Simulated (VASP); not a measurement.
# Cu (P6_3/mmc) in VASP: a series of runs

Aim: see how the results for Cu move with the level of theory and the settings. Levels: revPBE, r2SCAN. Tasks: single point.

All numbers are computed with VASP 6.6.1; they aren't measurements. Logs are shortened: lines on timing, memory, paths and dates and some standing lists are left out, and cuts for length are marked.

## (1) The cell of the first run

It takes space group P6_3/mmc (No. 194, hexagonal). Conventional cell: a = 2.534 Å, b = 2.534 Å, c = 4.113 Å, α = 90.00°, β = 90.00°, γ = 120.00°. Cu (site symmetry -6m2) has 12 Cu at 2.52 to 2.53 Å within 3.3 Å.

This isn't the form of Cu at room conditions, which is fcc.

## (2) Single point, revPBE

INCAR

```
SYSTEM = Cu
PREC = Accurate ; ENCUT = 820
EDIFF = 1E-6 ; ISMEAR = 0
SIGMA = 0.1 ; LREAL = .FALSE.
LASPH = .TRUE. ; NELM = 120
ALGO = Normal ; ISIF = 2
LWAVE = .FALSE. ; LCHARG = .TRUE.
GGA = RE ; LELF = .TRUE.
LVHAR = .TRUE. ; NBANDS = 26
GGA_COMPAT = .FALSE.
```

KPOINTS

```
regular mesh
0
G
  3 3 2
  0 0 0
```

POSCAR

```
Cu
1.0
    2.5340966698      0.0000000000      0.0000000000
   -1.2670483349      2.1945920917      0.0000000000
    0.0000000000      0.0000000000      4.1125710000
Cu
2
Direct
    0.3333333333      0.6666666667      0.2500000000
    0.6666666667      0.3333333333      0.7500000000
```

Potentials or basis: VASP PAW PBE potentials, release 64 (Cu_sv_GW).

The run is started by

```sh
> cat potpaw_PBE.64/Cu_sv_GW/POTCAR > POTCAR
> mpirun -np 1 vasp_std > vasp.out
```

OUTCAR:

```text
SYSTEM = Cu
   PREC = Accurate
   ENCUT = 820
   EDIFF = 1E-6
   ISMEAR = 0
   LREAL = .FALSE.
   LASPH = .TRUE.
   NELM = 120
   ISIF = 2
   GGA = RE

 ion  position               nearest neighbor table
   1  0.333  0.667  0.250-   2 2.52   2 2.52   2 2.52   2 2.52   2 2.52   2 2.52
   2  0.667  0.333  0.750-   1 2.52   1 2.52   1 2.52   1 2.52   1 2.52   1 2.52

  LATTYP: Found a hexagonal cell.
 ALAT       =     2.5340966698
 C/A-ratio  =     1.6228942838

  Lattice vectors:

 A1 = (   2.5340966698,   0.0000000000,   0.0000000000)
 A2 = (  -1.2670483349,   2.1945920917,   0.0000000000)
 A3 = (   0.0000000000,   0.0000000000,   4.1125710000)

Analysis of symmetry for initial positions (statically):
=====================================================================
 Subroutine PRICEL returns:
 Original cell was already a primitive cell.

 Routine SETGRP: Setting up the symmetry group for a
 hexagonal supercell.

 Subroutine GETGRP returns: Found 24 space group operations
 (whereof 12 operations were pure point group operations)
 out of a pool of 24 trial point group operations.

The static configuration has the point symmetry D_3d.
 The point group associated with its full space group is D_6h.

Analysis of symmetry for dynamics (positions and initial velocities):
=====================================================================
 Subroutine PRICEL returns:
 Original cell was already a primitive cell.

 Routine SETGRP: Setting up the symmetry group for a
 hexagonal supercell.

 Subroutine GETGRP returns: Found 24 space group operations
 (whereof 12 operations were pure point group operations)
 out of a pool of 24 trial point group operations.

The dynamic configuration has the point symmetry D_3d.
 The point group associated with its full space group is D_6h.

 Subroutine INISYM returns: Found 24 space group operations
 (whereof 12 operations are pure point group operations),
 and found     1 'primitive' translations

----------------------------------------------------------------------------------------

                                     Primitive cell

  volume of cell :      22.8713

  direct lattice vectors                    reciprocal lattice vectors
     2.534096670  0.000000000  0.000000000     0.394617937  0.227832772  0.000000000
    -1.267048335  2.194592092  0.000000000     0.000000000  0.455665544  0.000000000
     0.000000000  0.000000000  4.112571000     0.000000000  0.000000000  0.243156896
[... 62 lines left out ...]
   LASPH  =      T    aspherical Exc in radial PAW
   ENCUT  =  820.0 eV  60.27 Ry    7.76 a.u.   5.92  5.92  9.60*2*pi/ulx,y,z
   NELM   =    120;   NELMIN=  2; NELMDL= -5     # of ELM steps
   EDIFF  = 0.1E-05   stopping-criterion for ELM
   LREAL  =      F    real-space projection
   EDIFFG = 0.1E-04   stopping-criterion for IOM
   NSW    =      0    number of steps for IOM
   IBRION =     -1    ionic relax: 0-MD 1-quasi-New 2-CG
   NFREE  =      0    steps in history (QN), initial steepest desc. (CG)
   ISIF   =      2    stress and relaxation
   ISYM   =      2    0-nonsym 1-usesym 2-fastsym
   POTIM  = 0.5000    time-step for ionic-motion
   TEBEG  =    0.0;   TEEND  =   0.0 temperature during run
   PSTRESS=    0.0 pullay stress
   NELECT =      38.0000    total number of electrons
   NUPDOWN=      -1.0000    fix difference up-down
   EMIN   =  10.00;   EMAX   =-10.00  energy-range for DOS
   EFERMI =   0.00;   METHOD = LEGACY
   ISMEAR =     0;   SIGMA  =   0.10  broadening in eV -4-tet -1-fermi 0-gaus
   EFERMI_NEDOS =   21; number of points for ismear=-14 and -15
   IALGO  =     38    algorithm
   IMIX   =      4    mixing-type and parameters
     AMIX     =   0.40;   BMIX     =  1.00
     AMIX_MAG =   1.60;   BMIX_MAG =  1.00
  volume/ion in A,a.u.               =      11.44        77.17
  Fermi-wavevector in a.u.,A,eV,Ry     =   1.938977  3.664134 51.152874  3.759630
  Thomas-Fermi vector in A             =   2.969205
   LORBIT       =      0    0 simple, 1 ext, 2 COOP (PROOUT), +10 PAW based schemes
   GGA     = RE    functional components
   LHFCALC =     F    Hartree Fock is set to
   AEXX    =    0.0000 exact exchange contribution
   IVDW    =     0    specifies the selected vdW correction
   LEPSILON=     F    determine dielectric tensor
   LRPA    =     F    only Hartree local field effects (RPA)
 non-spin polarized calculation
 Gauss-broadening in eV      SIGMA  =   0.10
  energy-cutoff  :      820.00
  volume of cell :       22.87
 maximum number of plane-waves:      1237
 NGX is ok and might be reduce to    24
   NGX = 11   NGY = 11   NGZ = 19

 number of electron      38.0000018 magnetization

 Free energy of the ion-electron system (eV)
  ---------------------------------------------------
  ext. energy  EPLUGINS =         0.00000000
  ---------------------------------------------------
  free energy    TOTEN  =        -7.00079829 eV

  energy without entropy =       -6.96524430  energy(sigma->0) =       -6.98302129

 E-fermi :   6.9737     XC(G=0): -13.4299

 val. band max:        6.9711119935   @ k =   0.0000   0.0000   0.0000
 cond. band min:      11.0833750819   @ k =   0.3333   0.3333   0.0000
 fundamental gap:      4.1122630884
 Fermi energy:         6.9736858947

 k-point     1 :       0.0000    0.0000    0.0000
  band No.  band energies     occupation
      1    -104.7224      2.00000
      2    -104.7060      2.00000
      3     -62.1461      2.00000
      4     -62.0222      2.00000
      5     -61.9647      2.00000
      6     -61.9647      2.00000
[... 163 lines left out ...]
     25      28.8164      0.00000
     26      30.0053      0.00000

------------------------ aborting loop because EDIFF is reached ----------------------------------------

  FORCE on cell =-STRESS in cart. coord.  units (eV):
  Direction    XX          YY          ZZ          XY          YZ          ZX
  --------------------------------------------------------------------------------------
  -------------------------------------------------------------------------------------
  Total        1.1142470      1.1142470      1.5169481      0.0000000      0.0000000      0.0000000
  in kB       78.0551676     78.0551676    106.2651648      0.0000000      0.0000000      0.0000000
  external PRESSURE =      87.4585000 kB  Pullay stress =       0.0000000 kB

 VOLUME and BASIS-vectors are now :
 -----------------------------------------------------------------------------
  energy-cutoff  :      820.00
  volume of cell :       22.87
      direct lattice vectors                 reciprocal lattice vectors
     2.534096670  0.000000000  0.000000000     0.394617937  0.227832772  0.000000000
    -1.267048335  2.194592092  0.000000000     0.000000000  0.455665544  0.000000000
     0.000000000  0.000000000  4.112571000     0.000000000  0.000000000  0.243156896

 POSITION                                       TOTAL-FORCE (eV/Angst)
 -----------------------------------------------------------------------------------
     -0.00000      1.46306      1.02814        -0.000000     -0.000000      0.000000
      1.26705      0.73153      3.08443         0.000000      0.000000      0.000000
 -----------------------------------------------------------------------------------
    total drift:                               -0.000001      0.000000     -0.000000

  FREE ENERGIE OF THE ION-ELECTRON SYSTEM (eV)
  ---------------------------------------------------
  free  energy   TOTEN  =        -7.0007982859 eV

  energy  without entropy=       -6.9652442966  energy(sigma->0) =       -6.98302129
```

stdout:

```text
POSCAR found type information on POSCAR Cu
 POSCAR found :  1 types and       2 ions
 scaLAPACK will be used
 -----------------------------------------------------------------------------
|                                                                             |
|                                                                             |
|     You enforced a specific xc type in the INCAR file but a different       |
|     I HOPE YOU KNOW WHAT YOU ARE DOING!                                     |
|                                                                             |
 -----------------------------------------------------------------------------

 LDA part: xc-table for (Slater+PW92), standard interpolation
 POSCAR, INCAR and KPOINTS ok, starting setup
 FFT: planning ... GRIDC
 FFT: planning ... GRID_SOFT
 FFT: planning ... GRID
 WAVECAR not read
 entering main loop
```

Run time: 11 s. Hardware: 1 thread of AMD EPYC 7R13 (Zen 3), shared host; peak memory 0.13 GiB.

Results:

| Property | Result |
| --- | --- |
| Free energy | -7.0008 eV |
| Pressure | 8.7 GPa |
| Band gap on the k mesh | zero (bands 19 and 20 overlap by 6.07 eV) |

Levels at points of the mesh, in eV from the Fermi level:
| k point | band 15 | band 16 | band 17 | band 18 | band 19 | band 20 | band 21 | band 22 | band 23 | band 24 |
| --- | --- | --- | --- | --- | --- | --- | --- | --- | --- | --- |
| (0.00, 0.00, 0.00) | -1.70 | -1.47 | -1.47 | -0.66 | -0.66 | 0.00 | 5.11 | 22.62 | 23.19 | 23.19 |
| (0.00, 0.00, 0.50) | -1.98 | -1.98 | -0.89 | -0.89 | -0.89 | -0.89 | 13.97 | 13.97 | 23.33 | 23.33 |

Caveat: the k points lie up to 0.95 Å⁻¹ apart, too coarse for converged energies and pressures of a metal; the PAW data sets were made with another functional, which shifts forces and pressure a little.

## (3) Single point, r2SCAN

POSCAR is that of step 2.

INCAR.step1

```
PREC = Accurate
ENCUT = 900
ISMEAR = 0
SIGMA = 0.1
LREAL = False
LASPH = True
NELM = 120
NBANDS = 26
GGA = PE
ALGO = Normal
EDIFF = 1E-5
LWAVE = True
LCHARG = False
GGA_COMPAT = False
```

INCAR.step2

```
PREC = Accurate
ENCUT = 900
EDIFF = 1E-6
ISMEAR = 0
SIGMA = 0.1
LREAL = False
LASPH = True
NELM = 120
ALGO = Normal
ISIF = 2
LWAVE = False
LCHARG = False
METAGGA = R2SCAN
LMIXTAU = True
NBANDS = 26
ISTART = 1
GGA_COMPAT = False
```

KPOINTS

```
regular mesh
0
Gamma
  3 3 2
```

Potentials or basis: VASP PAW PBE potentials, release 64 (Cu_sv_GW).

The run is started by

```sh
> cat potpaw_PBE.64/Cu_sv_GW/POTCAR > POTCAR
> cp INCAR.step1 INCAR
> mpirun -np 1 vasp_std > vasp.out
> cp INCAR.step2 INCAR
> mpirun -np 1 vasp_std > vasp.out
```

Wall time 62 s (1 thread of Intel Xeon Platinum 8259CL at 2.50GHz (Skylake/Cascade Lake), shared host); peak memory 0.19 GiB.

Results (log left out):

* Free energy: -22.0453 eV
* Pressure: -1.9 GPa
* Band gap on the k mesh: zero (bands 19 and 20 overlap by 6.30 eV)

Stress tensor (GPa, compression positive):
```
-2.55  0.00  0.00
 0.00 -2.55  0.00
 0.00  0.00 -0.51
```

Levels at points of the mesh, in eV from the Fermi level:
```tsv
k point	band 17	band 18	band 19	band 20	band 21	band 22
(0.00, 0.00, 0.00)	-1.53	-0.71	-0.71	0.02	5.36	23.53
(0.00, 0.00, 0.50)	-0.94	-0.94	-0.94	-0.94	14.55	14.55
```

Caveat: the k points lie up to 0.95 Å⁻¹ apart, too coarse for converged energies and pressures of a metal; the PAW data sets were made with another functional, which shifts forces and pressure a little.

The gap in the log of VASP goes by the Fermi energy; the results here count the filled bands.